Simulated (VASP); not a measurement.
# Co (P6_3/mmc) in VASP: a series of runs, part 2 of 2

VASP 6.6.1. The steps go on from the part before.

## 3. Single point, r2SCAN (10.76 Å³/atom)

This run uses another cell than the first one, of 10.76 Å³/atom.

POSCAR reads:

```
Co
1.0
    2.4802688210      0.0000000000      0.0000000000
   -1.2401344105      2.1479758072      0.0000000000
    0.0000000000      0.0000000000      8.0823036383
Co
4
Direct
    0.0000000000      0.0000000000      1.0000000000
    0.0000000000      0.0000000000      0.5000000000
    0.3333333333      0.6666666667      0.2500000000
    0.6666666667      0.3333333333      0.7500000000
```

INCAR.step1 reads:

```
  ALGO = Normal
  EDIFF = 1E-4
  ENCUT = 520
  GGA = PE
  ISMEAR = -1
  LASPH = True
  LCHARG = False
  LREAL = False
  LWAVE = True
  NBANDS = 26
  NELM = 60
  PREC = Accurate
  SIGMA = 0.1
```

INCAR.step2 reads:

```
  ALGO = Normal
  EDIFF = 1E-6
  ENCUT = 520
  ISIF = 2
  ISMEAR = -1
  ISTART = 1
  LASPH = True
  LCHARG = False
  LMIXTAU = True
  LREAL = False
  LWAVE = False
  METAGGA = R2SCAN
  NBANDS = 26
  NELM = 60
  PREC = Accurate
  SIGMA = 0.1
```

KPOINTS reads:

```
k-points
0
Gamma
  17 17 5
```

Potentials or basis: VASP PAW PBE potentials, release 64 (Co).

On the command line:

```console
> cat potpaw_PBE.64/Co/POTCAR > POTCAR
> cp INCAR.step1 INCAR
> mpirun -np 1 vasp_std > vasp.out
> cp INCAR.step2 INCAR
> mpirun -np 1 vasp_std > vasp.out
```

OUTCAR:

```text
EDIFF = 1E-6
   ENCUT = 520
   ISIF = 2
   ISMEAR = -1
   ISTART = 1
   LASPH = True
   LREAL = False
   METAGGA = R2SCAN
   NELM = 60
   PREC = Accurate

 ion  position               nearest neighbor table
   1  0.000  0.000  0.000-   3 2.48   4 2.48   3 2.48   4 2.48   4 2.48   3 2.48
   2  0.000  0.000  0.500-   3 2.48   4 2.48   3 2.48   4 2.48   4 2.48   3 2.48
   3  0.333  0.667  0.250-   1 2.48   2 2.48   1 2.48   2 2.48   1 2.48   2 2.48
   4  0.667  0.333  0.750-   1 2.48   2 2.48   1 2.48   2 2.48   1 2.48   2 2.48

  LATTYP: Found a hexagonal cell.
[... 889 lines left out ...]
     26      23.1939      0.00000

 [... further k-points ...]
[... 5 lines left out ...]
  --------------------------------------------------------------------------------------
  -------------------------------------------------------------------------------------
  Total       -4.7416548     -4.7416548     -4.7700378     -0.0000000      0.0000000     -0.0000000
  in kB     -176.4319406   -176.4319406   -177.4880450     -0.0000000      0.0000000     -0.0000000
  external PRESSURE =    -176.7839754 kB  Pullay stress =       0.0000000 kB

 VOLUME and BASIS-vectors are now :
 -----------------------------------------------------------------------------
  energy-cutoff  :      520.00
  volume of cell :       43.06
      direct lattice vectors                 reciprocal lattice vectors
     2.480268821  0.000000000  0.000000000     0.403182103  0.232777296  0.000000000
    -1.240134411  2.147975807  0.000000000     0.000000000  0.465554592  0.000000000
     0.000000000  0.000000000  8.082303638     0.000000000  0.000000000  0.123727101

 POSITION                                       TOTAL-FORCE (eV/Angst)
 -----------------------------------------------------------------------------------
      0.00000      0.00000      0.00000        -0.000000      0.000000      0.000000
      0.00000      0.00000      4.04115        -0.000000      0.000000      0.000000
     -0.00000      1.43198      2.02058         0.000000      0.000000      0.000000
      1.24013      0.71599      6.06173         0.000000     -0.000000     -0.000000
 -----------------------------------------------------------------------------------
    total drift:                                0.000000     -0.000000      0.000000

  FREE ENERGIE OF THE ION-ELECTRON SYSTEM (eV)
  ---------------------------------------------------
  free  energy   TOTEN  =       -50.8450391398 eV

  energy  without entropy=      -50.5203353636  energy(sigma->0) =      -50.68268725
```

OUTCAR.step1:

```text
EDIFF = 1E-4
   ENCUT = 520
   GGA = PE
   ISMEAR = -1
   LASPH = True
   LREAL = False
[... 925 lines left out ...]
      0.00000      0.00000      4.04115        -0.000000      0.000000     -0.000000
     -0.00000      1.43198      2.02058         0.000000     -0.000000     -0.000000
      1.24013      0.71599      6.06173        -0.000000      0.000000      0.000000
 -----------------------------------------------------------------------------------
    total drift:                                0.000000     -0.000000      0.000000

  FREE ENERGIE OF THE ION-ELECTRON SYSTEM (eV)
  ---------------------------------------------------
  free  energy   TOTEN  =       -27.4227331255 eV

  energy  without entropy=      -27.0777847194  energy(sigma->0) =      -27.25025892
```

It took 6.5 min on 1 thread of Intel Xeon 8259CL, shared host; peak memory 0.22 GiB.

What came out:

| Quantity | Value |
| --- | --- |
| Free energy | -50.8450 eV |
| Pressure | -17.7 GPa |
| Band gap on the k mesh | zero (bands 18 and 19 overlap by 1.01 eV) |

Caveat: the cell stands under tension; the PAW data sets were made with another functional, which shifts forces and pressure a little; the run has no spin polarisation, though such a crystal can be magnetic. Spin polarisation is off, so any magnetic state and its effect on volume and gap are missing.

## 4. Single point, r2SCAN, collinear spin, ferromagnetic start

This run uses another cell than the first one, of 10.69 Å³/atom.

POSCAR reads:

```
Co
1.0
    2.4715316566      0.0000000000      0.0000000000
   -1.2357658283      2.1404092009      0.0000000000
    0.0000000000      0.0000000000      8.0824864795
Co
4
Direct
    1.0000000000      1.0000000000      0.0000000000
    1.0000000000      1.0000000000      0.5000000000
    0.3333333333      0.6666666667      0.2500000000
    0.6666666667      0.3333333333      0.7500000000
```

INCAR.step1 reads:

```
SYSTEM = Co
PREC     = Accurate       ! precision mode
ENCUT    = 520            ! plane-wave cutoff, eV
ISMEAR   = -1             ! smearing method
SIGMA    = 0.05           ! smearing width, eV
LREAL    = .False.        ! projectors in reciprocal space
LASPH    = .True.         ! aspherical terms in the spheres
NELM     = 150            ! most SCF steps
ISPIN    = 2              ! spin polarisation
MAGMOM   = 1.7 1.7 1.7 1.7 ! initial moments
LMAXMIX  = 4              ! l up to which the mixer works
NBANDS   = 30             ! bands
GGA      = PE             ! functional
ALGO     = Normal         ! electronic algorithm
EDIFF    = 1E-4           ! SCF threshold, eV
LWAVE    = .True.         ! write WAVECAR
LCHARG   = .False.        ! write CHGCAR
```

INCAR.step2 reads:

```
SYSTEM = Co
PREC     = Accurate       ! precision mode
ENCUT    = 520            ! plane-wave cutoff, eV
EDIFF    = 1E-7           ! SCF threshold, eV
ISMEAR   = -1             ! smearing method
SIGMA    = 0.05           ! smearing width, eV
LREAL    = .False.        ! projectors in reciprocal space
LASPH    = .True.         ! aspherical terms in the spheres
NELM     = 150            ! most SCF steps
ALGO     = Normal         ! electronic algorithm
ISIF     = 2              ! what is computed and relaxed
LWAVE    = .False.        ! write WAVECAR
LCHARG   = .False.        ! write CHGCAR
ISPIN    = 2              ! spin polarisation
MAGMOM   = 1.7 1.7 1.7 1.7 ! initial moments
LORBIT   = 11             ! projections on sites
LMAXMIX  = 4              ! l up to which the mixer works
METAGGA  = R2SCAN         ! meta-GGA
LMIXTAU  = .True.       
NBANDS   = 30             ! bands
ISTART   = 1
```

KPOINTS reads:

```
Automatic mesh
0
Gamma
  14 14 4
  0 0 0
```

On the command line:

```console
> cat potpaw_PBE.64/Co/POTCAR > POTCAR
> cp INCAR.step1 INCAR
> mpirun -np 1 vasp_std > vasp.out
> cp INCAR.step2 INCAR
> mpirun -np 1 vasp_std > vasp.out
```

Wall time 11 min (1 thread of Intel Xeon Platinum 8488C (Sapphire Rapids), shared host); peak memory 0.25 GiB.

Results (log left out):

- Free energy: -52.8974 eV
- Pressure: 0.0 GPa
- Net moment: 7.13 μB per cell
- Site moments: Co +1.83, +1.85 (each value once) μB
- Valence electrons inside the program's atomic spheres: Co 8.33, 8.32 (each value once)

Levels at points of the mesh, in eV from the Fermi level:
Spin up:
| k point | band 19 | band 20 | band 21 | band 22 | band 23 | band 24 | band 25 | band 26 |
| --- | --- | --- | --- | --- | --- | --- | --- | --- |
| (0.00, 0.00, 0.00) | -2.43 | -2.04 | -2.04 | -1.65 | -1.65 | -0.52 | 6.03 | 15.02 |
| (0.50, 0.00, 0.00) | -1.31 | -1.31 | -0.01 | 1.17 | 2.10 | 2.83 | 6.86 | 6.87 |
| (0.00, 0.00, 0.50) | -2.43 | -2.43 | -1.82 | -1.82 | -1.82 | -1.82 | 9.21 | 9.21 |
| (0.50, 0.00, 0.50) | -1.37 | -1.37 | 0.83 | 0.83 | 2.53 | 2.53 | 7.27 | 7.27 |
Spin down:
```tsv
k point	band 12	band 13	band 14	band 15	band 16	band 17
(0.00, 0.00, 0.00)	-1.02	-0.91	-0.91	-0.85	-0.85	0.44
(0.50, 0.00, 0.00)	-0.04	-0.01	0.15	1.09	1.30	1.33
(0.00, 0.00, 0.50)	-1.07	-0.98	-0.98	-0.98	-0.98	0.57
(0.50, 0.00, 0.50)	-0.76	-0.43	-0.43	0.98	0.98	1.39
```

Caveat: the PAW data sets were made with another functional, which shifts forces and pressure a little.

## 5. Single point, r2SCAN, collinear spin, ferromagnetic start (9.41 Å³/atom)

This run uses another cell than the first one, of 9.41 Å³/atom.

POSCAR reads:

```
Co
1.0
    2.3684291714      0.0000000000      0.0000000000
   -1.1842145857      2.0511198295      0.0000000000
    0.0000000000      0.0000000000      7.7453172424
Co
4
Direct
    1.0000000000      1.0000000000      0.0000000000
    1.0000000000      1.0000000000      0.5000000000
    0.3333333333      0.6666666667      0.2500000000
    0.6666666667      0.3333333333      0.7500000000
```

INCAR.step1 reads:

```
ALGO = Normal ; EDIFF = 1E-4
ENCUT = 520 ; GGA = PE
ISMEAR = -1 ; ISPIN = 2
LASPH = True ; LCHARG = False
LMAXMIX = 4 ; LREAL = False
LWAVE = True ; MAGMOM = 1.893 1.893 1.929 1.929
NBANDS = 30 ; NELM = 150
PREC = Accurate ; SIGMA = 0.05
```

INCAR.step2 reads:

```
ALGO = Normal ; EDIFF = 1E-6
ENCUT = 520 ; ISIF = 2
ISMEAR = -1 ; ISPIN = 2
ISTART = 1 ; LASPH = True
LCHARG = True ; LELF = True
LMAXMIX = 4 ; LMIXTAU = True
LORBIT = 11 ; LREAL = False
LVHAR = True ; LWAVE = False
MAGMOM = 1.893 1.893 1.929 1.929 ; METAGGA = R2SCAN
NBANDS = 30 ; NELM = 150
PREC = Accurate ; SIGMA = 0.05
```

KPOINTS reads:

```
k-points
0
Gamma
  16 16 5
```

On the command line:

```console
> cat potpaw_PBE.64/Co/POTCAR > POTCAR
> cp INCAR.step1 INCAR
> mpirun -np 1 vasp_std > vasp.out
> cp INCAR.step2 INCAR
> mpirun -np 1 vasp_std > vasp.out
```

Wall time 8.8 min (1 thread of Intel Xeon Platinum 8488C (Sapphire Rapids), shared host); peak memory 0.27 GiB.

The run converged. Its results:

- Free energy: -52.3383 eV
- Pressure: 38.5 GPa
- Net moment: 6.76 μB per cell
- Site moments: Co +1.70, +1.73 (each value once) μB
- Valence electrons inside the program's atomic spheres: Co 8.62

Stress tensor (GPa, compression positive):
```
39.49  0.00  0.00
 0.00 39.49  0.00
 0.00  0.00 36.47
```

Levels at points of the mesh, in eV from the Fermi level:
Spin up:
| k point | band 18 | band 19 | band 20 | band 21 | band 22 | band 23 | band 24 | band 25 |
| --- | --- | --- | --- | --- | --- | --- | --- | --- |
| (0.00, 0.00, 0.00) | -2.26 | -2.26 | -1.83 | -1.83 | -1.35 | -1.35 | -0.56 | 7.32 |
| (0.50, 0.00, 0.00) | -1.04 | -1.00 | -0.99 | 0.07 | 1.38 | 2.71 | 3.49 | 8.16 |
Spin down:
| k point | band 12 | band 13 | band 14 | band 15 | band 16 | band 17 |
| --- | --- | --- | --- | --- | --- | --- |
| (0.00, 0.00, 0.00) | -1.06 | -1.06 | -1.06 | -1.06 | -1.00 | 0.27 |
| (0.50, 0.00, 0.00) | -0.10 | 0.03 | 0.11 | 1.32 | 1.58 | 1.59 |

Caveat: the cell stands under pressure; the PAW data sets were made with another functional, which shifts forces and pressure a little.

## 6. The runs side by side

```csv
spin,cell,k mesh,smearing,gap on the mesh (eV),pressure (GPa),moment (μB)
off,"a = 2.449, b = 2.449, c = 7.981 Å, angles 90.0, 90.0, 120.0°, 4 atoms",17 × 17 × 5,fermi-dirac 0.1 eV,none,-9.8,-
off,"a = 2.480, b = 2.480, c = 8.082 Å, angles 90.0, 90.0, 120.0°, 4 atoms",17 × 17 × 5,fermi-dirac 0.1 eV,none,-17.7,-
"collinear, ferromagnetic start","a = 2.472, b = 2.472, c = 8.082 Å, angles 90.0, 90.0, 120.0°, 4 atoms",14 × 14 × 4,fermi-dirac 0.05 eV,none,0.0,7.13
"collinear, ferromagnetic start","a = 2.368, b = 2.368, c = 7.745 Å, angles 90.0, 90.0, 120.0°, 4 atoms",16 × 16 × 5,fermi-dirac 0.05 eV,none,38.5,6.76
```

Alike in all rows: task single point; level r2SCAN; potentials or basis VASP PAW PBE potentials, release 64 (Co); cutoff (eV) 520.

Caveats: the PAW data sets were made with another functional, which shifts forces and pressure a little; the cell stands under tension (at least some runs); the cell stands under pressure (at least some runs).

Total energies depend on the potentials used, so only differences within one code and one set of settings carry meaning.
